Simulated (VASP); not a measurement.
# MgBH5 (P1) in VASP: single point with PBEsol

Aim: the single point of MgBH5 with PBEsol.

All numbers are computed with VASP 6.6.1; they aren't measurements. Logs are shortened: lines on timing, memory, paths and dates and some standing lists are left out, and cuts for length are marked.

## (1) The cell of the first run

The typed cell holds 7 atoms: a = 3.982 Å, b = 3.610 Å, c = 5.316 Å, α = 131.42°, β = 92.92°, γ = 88.91°.

## (2) Single point, PBEsol

File INCAR:

```
SYSTEM = MgBH5
PREC = Accurate ; ENCUT = 520
EDIFF = 1E-7 ; ISMEAR = -1
SIGMA = 0.05 ; LREAL = .False.
LASPH = .True. ; NELM = 80
ALGO = Normal ; ISIF = 2
LWAVE = .False. ; LCHARG = .False.
GGA = PS ; NBANDS = 14
```

File KPOINTS:

```
Automatic mesh
0
Gamma
  6 6 4
  0 0 0
```

File POSCAR:

```
MgBH5
1.0
    3.9807520108      0.0232935911     -0.0816979420
    0.0264380899      3.4446356309     -1.0789218215
   -0.1588865989     -2.1640533635      4.8527400380
Mg B H
1 1 5
Direct
    1.1864443432      0.5875317498     -0.0519930983
   -0.3684769965      0.1476961855      0.5073200644
   -0.6012238650      0.3739741584      0.5066742123
   -0.1160046397      0.3393024126      0.5104757393
    0.6186758985     -0.2934019075      0.2582210609
    0.6355975602      0.1606054018      0.7437770155
    0.1258911438      0.1506890042      0.0116664966
```

Potentials or basis: VASP PAW PBE potentials, release 64 (Mg, B, H).

On the command line:

```
$ cat potpaw_PBE.64/Mg/POTCAR potpaw_PBE.64/B/POTCAR potpaw_PBE.64/H/POTCAR > POTCAR
$ mpirun -np 1 vasp_std > vasp.out
```

OUTCAR:

```text
SYSTEM = MgBH5
   PREC = Accurate
   ENCUT = 520
   EDIFF = 1E-7
   ISMEAR = -1
   LREAL = .False.
   LASPH = .True.
   NELM = 80
   ISIF = 2
   GGA = PS

 ion  position               nearest neighbor table
   1  0.186  0.588  0.948-   7 1.84   7 1.84   3 2.14   6 2.15   4 2.16   5 2.16   2 2.56   2 2.75
                             2 2.78
   2  0.632  0.148  0.507-   5 1.22   4 1.22   3 1.22   6 1.23   1 2.56   1 2.75   1 2.78
   3  0.399  0.374  0.507-   2 1.22   1 2.14
   4  0.884  0.339  0.510-   2 1.22   1 2.16
   5  0.619  0.707  0.258-   2 1.22   1 2.16
   6  0.636  0.161  0.744-   2 1.23   1 2.15
   7  0.126  0.151  0.012-   1 1.84   1 1.84

  LATTYP: Found a triclinic cell.
 ALAT       =     3.9816584128
 B/A-ratio  =     1.4506957777
 C/A-ratio  =     1.6267250302
 COS(alpha) =     0.0004496320
 COS(beta)  =     0.5728794463
 COS(gamma) =     0.7243579708

  Lattice vectors:

 A1 = (  -3.9807520108,  -0.0232935911,   0.0816979420)
 A2 = (  -4.1132005198,   1.2572886763,   3.8555161585)
 A3 = (  -3.8218654119,   2.1407597724,  -4.7710420960)

Analysis of symmetry for initial positions (statically):
=====================================================================
 Subroutine PRICEL returns:
 Original cell was already a primitive cell.

 Routine SETGRP: Setting up the symmetry group for a
 triclinic supercell.

 Subroutine GETGRP returns: Found  1 space group operations
 (whereof  1 operations were pure point group operations)
 out of a pool of  2 trial point group operations.

The static configuration has the point symmetry C_1 .

Analysis of symmetry for dynamics (positions and initial velocities):
=====================================================================
 Subroutine PRICEL returns:
 Original cell was already a primitive cell.

 Routine SETGRP: Setting up the symmetry group for a
 triclinic supercell.

 Subroutine GETGRP returns: Found  1 space group operations
 (whereof  1 operations were pure point group operations)
 out of a pool of  2 trial point group operations.

The dynamic configuration has the point symmetry C_1 .

 Subroutine INISYM returns: Found  1 space group operations
 (whereof  1 operations are pure point group operations),
 and found     1 'primitive' translations

----------------------------------------------------------------------------------------

                                     Primitive cell

  volume of cell :      57.2085

  direct lattice vectors                    reciprocal lattice vectors
     3.980752011  0.023293591 -0.081697942     0.251380223  0.000753893  0.008566792
     0.026438090  3.444635631 -1.078921822     0.001114537  0.337442610  0.150517212
    -0.158886599 -2.164053363  4.852740038     0.004479891  0.075037151  0.239678240

  length of vectors
     3.981658413  3.609748731  5.315774430     0.251527284  0.369491797  0.251189774

  position of ions in fractional coordinates (direct lattice)
     0.186444343  0.587531750  0.948006902
     0.631523004  0.147696186  0.507320064
     0.398776135  0.373974158  0.506674212
     0.883995360  0.339302413  0.510475739
     0.618675899  0.706598093  0.258221061
     0.635597560  0.160605402  0.743777016
     0.125891144  0.150689004  0.011666497

  ion indices of the primitive-cell ions
   primitive index   ion index
                 1           1
                 2           2
                 3           3
                 4           4
                 5           5
                 6           6
                 7           7

----------------------------------------------------------------------------------------

 KPOINTS: Automatic mesh

Automatic generation of k-mesh.
 Grid dimensions read from file:
 generate k-points for:    6    6    4

 Generating k-lattice:

  Cartesian coordinates                     Fractional coordinates (reciprocal lattice)
     0.041896704  0.000125649  0.001427799     0.166666667 -0.000000000  0.000000000
     0.000185756  0.056240435  0.025086202     0.000000000  0.166666667 -0.000000000
     0.001119973  0.018759288  0.059919560     0.000000000  0.000000000  0.250000000

  Length of vectors
     0.041921214  0.061581966  0.062797443

  Shift w.r.t. Gamma in fractional coordinates (k-lattice)
     0.000000000  0.000000000  0.000000000

 Subroutine IBZKPT returns following result:
 ===========================================

 Found     76 irreducible k-points:

 Following reciprocal coordinates:
            Coordinates               Weight
  0.000000  0.000000  0.000000      1.000000
  0.166667 -0.000000  0.000000      2.000000
  0.333333  0.000000  0.000000      2.000000
  0.500000  0.000000  0.000000      1.000000
  0.000000  0.166667  0.000000      2.000000
  0.166667  0.166667  0.000000      2.000000
[... 16 lines left out ...]
  0.333333 -0.000000  0.250000      2.000000
  0.500000 -0.000000  0.250000      2.000000
 [... further k-points ...]
   k-points           NKPTS =     76   k-points in BZ     NKDIM =     76   number of bands    NBANDS=     14
   number of dos      NEDOS =    301   number of ions     NIONS =      7
   total plane-waves  NPLWV =  33600
   dimension x,y,z NGX =    30 NGY =   28 NGZ =   40
   dimension x,y,z NGXF=    60 NGYF=   56 NGZF=   80
   ions per type =               1   1   5
   NGX,Y,Z   is equivalent  to a cutoff of  12.53, 12.90, 12.51 a.u.
   NGXF,Y,Z  is equivalent  to a cutoff of  25.05, 25.79, 25.02 a.u.
 SYSTEM =  MgBH5
   PREC   = accura    normal or accurate (medium, high low for compatibility)
   ISTART =      0    job   : 0-new  1-cont  2-samecut
   ICHARG =      2    charge: 1-file 2-atom 10-const
   ISPIN  =      1    spin polarized calculation?
   LNONCOLLINEAR =      F non collinear calculations
   LSORBIT =      F    spin-orbit coupling
   LASPH  =      T    aspherical Exc in radial PAW
   ENCUT  =  520.0 eV  38.22 Ry    6.18 a.u.   7.40  6.71  9.88*2*pi/ulx,y,z
   NELM   =     80;   NELMIN=  2; NELMDL= -5     # of ELM steps
   EDIFF  = 0.1E-06   stopping-criterion for ELM
   LREAL  =      F    real-space projection
   EDIFFG = 0.1E-05   stopping-criterion for IOM
   NSW    =      0    number of steps for IOM
   IBRION =     -1    ionic relax: 0-MD 1-quasi-New 2-CG
   NFREE  =      0    steps in history (QN), initial steepest desc. (CG)
   ISIF   =      2    stress and relaxation
   ISYM   =      2    0-nonsym 1-usesym 2-fastsym
   POTIM  = 0.5000    time-step for ionic-motion
   TEBEG  =    0.0;   TEEND  =   0.0 temperature during run
   PSTRESS=    0.0 pullay stress
   NELECT =      10.0000    total number of electrons
   NUPDOWN=      -1.0000    fix difference up-down
   EMIN   =  10.00;   EMAX   =-10.00  energy-range for DOS
   EFERMI =   0.00;   METHOD = LEGACY
   ISMEAR =    -1;   SIGMA  =   0.05  broadening in eV -4-tet -1-fermi 0-gaus
   EFERMI_NEDOS =   21; number of points for ismear=-14 and -15
   IALGO  =     38    algorithm
   IMIX   =      4    mixing-type and parameters
     AMIX     =   0.40;   BMIX     =  1.00
     AMIX_MAG =   1.60;   BMIX_MAG =  1.00
  volume/ion in A,a.u.               =       8.17        55.15
  Fermi-wavevector in a.u.,A,eV,Ry     =   0.915352  1.729764 11.399900  0.837869
  Thomas-Fermi vector in A             =   2.040083
   LORBIT       =      0    0 simple, 1 ext, 2 COOP (PROOUT), +10 PAW based schemes
   GGA     = PS    functional components
   LHFCALC =     F    Hartree Fock is set to
   AEXX    =    0.0000 exact exchange contribution
   IVDW    =     0    specifies the selected vdW correction
   LEPSILON=     F    determine dielectric tensor
   LRPA    =     F    only Hartree local field effects (RPA)
 non-spin polarized calculation
  energy-cutoff  :      520.00
  volume of cell :       57.21
 maximum number of plane-waves:      1554
 NGX is ok and might be reduce to    30
   NGX = 15   NGY = 13   NGZ = 19

 number of electron      10.0000000 magnetization

 number of electron       9.9999999 magnetization

 Free energy of the ion-electron system (eV)
  ---------------------------------------------------
  ext. energy  EPLUGINS =         0.00000000
  ---------------------------------------------------
  free energy    TOTEN  =       -26.10753242 eV

  energy without entropy =      -26.10753242  energy(sigma->0) =      -26.10753242

 E-fermi :   0.0814     XC(G=0):  -8.5878

 val. band max:       -0.9506891037   @ k =   0.0000   0.5000   0.5000
 cond. band min:       2.5791633202   @ k =   0.5000   0.5000   0.0000
 fundamental gap:      3.5298524238
 Fermi energy:         0.0814327276

 k-point     1 :       0.0000    0.0000    0.0000
  band No.  band energies     occupation
      1      -9.9551      2.00000
      2      -3.1636      2.00000
      3      -2.8947      2.00000
      4      -2.7865      2.00000
      5      -2.3322      2.00000
      6       4.4318      0.00000
      7       6.2072      0.00000
      8       7.6167      0.00000
      9       8.4238      0.00000
     10       8.4730      0.00000
     11       9.1703      0.00000
     12      11.1877      0.00000
     13      11.2731      0.00000
     14      11.5972      0.00000

 k-point     2 :       0.1667   -0.0000    0.0000
  band No.  band energies     occupation
      1      -9.7887      2.00000
      2      -4.1367      2.00000
      3      -2.9250      2.00000
      4      -2.7712      2.00000
      5      -1.6282      2.00000
      6       4.7199      0.00000
      7       6.5901      0.00000
      8       6.9107      0.00000
      9       7.5941      0.00000
     10       8.3833      0.00000
     11       9.9360      0.00000
     12      10.9067      0.00000
     13      11.3516      0.00000
     14      12.7812      0.00000
[... 343 lines left out ...]
      1      -9.0240      2.00000
      2      -5.2117      2.00000
      3      -4.3242      2.00000
      4      -2.1276      2.00000
      5      -1.5650      2.00000
      6       5.7341      0.00000
      7       6.1403      0.00000
      8       7.2890      0.00000
      9       8.1372      0.00000
     10       8.6075      0.00000
     11       9.2198      0.00000
     12      10.8243      0.00000
     13      11.6675      0.00000
     14      13.0913      0.00000

 k-point    24 :       0.5000   -0.0000    0.2500
  band No.  band energies     occupation
      1      -8.7881      2.00000
      2      -5.6887      2.00000
      3      -4.0150      2.00000
      4      -2.1137      2.00000
      5      -1.9837      2.00000
      6       5.7416      0.00000
      7       6.3023      0.00000
      8       6.9020      0.00000
      9       8.5226      0.00000
     10       9.1591      0.00000
     11       9.3244      0.00000
     12      10.9660      0.00000
     13      12.2273      0.00000
     14      12.6837      0.00000

 [... further k-points ...]
[... 5 lines left out ...]
  --------------------------------------------------------------------------------------
  -------------------------------------------------------------------------------------
  Total       -0.0657818     -0.0635740     -0.0732916      0.0042641     -0.0042916     -0.0125197
  in kB       -1.8422822     -1.7804514     -2.0526017      0.1194192     -0.1201913     -0.3506268
  external PRESSURE =      -1.8917785 kB  Pullay stress =       0.0000000 kB

 VOLUME and BASIS-vectors are now :
 -----------------------------------------------------------------------------
  energy-cutoff  :      520.00
  volume of cell :       57.21
      direct lattice vectors                 reciprocal lattice vectors
     3.980752011  0.023293591 -0.081697942     0.251380223  0.000753893  0.008566792
     0.026438090  3.444635631 -1.078921822     0.001114537  0.337442610  0.150517212
    -0.158886599 -2.164053363  4.852740038     0.004479891  0.075037151  0.239678240

 POSITION                                       TOTAL-FORCE (eV/Angst)
 -----------------------------------------------------------------------------------
      0.60710     -0.02336      3.95130         0.003971     -0.001399     -0.003358
      2.43723     -0.57440      2.25095        -0.001898      0.000941      0.001576
      1.51681      0.20102      2.02269        -0.015680      0.009374     -0.002088
      3.44683      0.08467      2.03890         0.016763      0.009699      0.000391
      2.44045      1.88958      0.44017        -0.001791     -0.014048     -0.013054
      2.41623     -1.04154      3.38415        -0.001631     -0.004981      0.017074
      0.50327      0.49675     -0.11625         0.000266      0.000415     -0.000540
 -----------------------------------------------------------------------------------
    total drift:                                0.000143      0.000045     -0.000073

  FREE ENERGIE OF THE ION-ELECTRON SYSTEM (eV)
  ---------------------------------------------------
  free  energy   TOTEN  =       -26.1075324186 eV

  energy  without entropy=      -26.1075324186  energy(sigma->0) =      -26.10753242
```

Wall time 63 s (1 thread of Intel Xeon Platinum 8259CL at 2.50GHz (Skylake/Cascade Lake), shared host); peak memory 0.22 GiB.

Results:

- Free energy: -26.1075 eV
- Pressure: -0.2 GPa
- Largest force: 0.019 eV/Å
- Band gap on the k mesh: 3.53 eV (least direct gap 4.56 eV)

Forces in eV/Å, atoms in the order of the input:
```
Mg   0.004 -0.001 -0.003
B   -0.002  0.001  0.002
H   -0.016  0.009 -0.002
H    0.017  0.010  0.000
H   -0.002 -0.014 -0.013
H   -0.002 -0.005  0.017
H    0.000  0.000 -0.001
```

Caveat: the PAW data sets were made with another functional, which shifts forces and pressure a little.
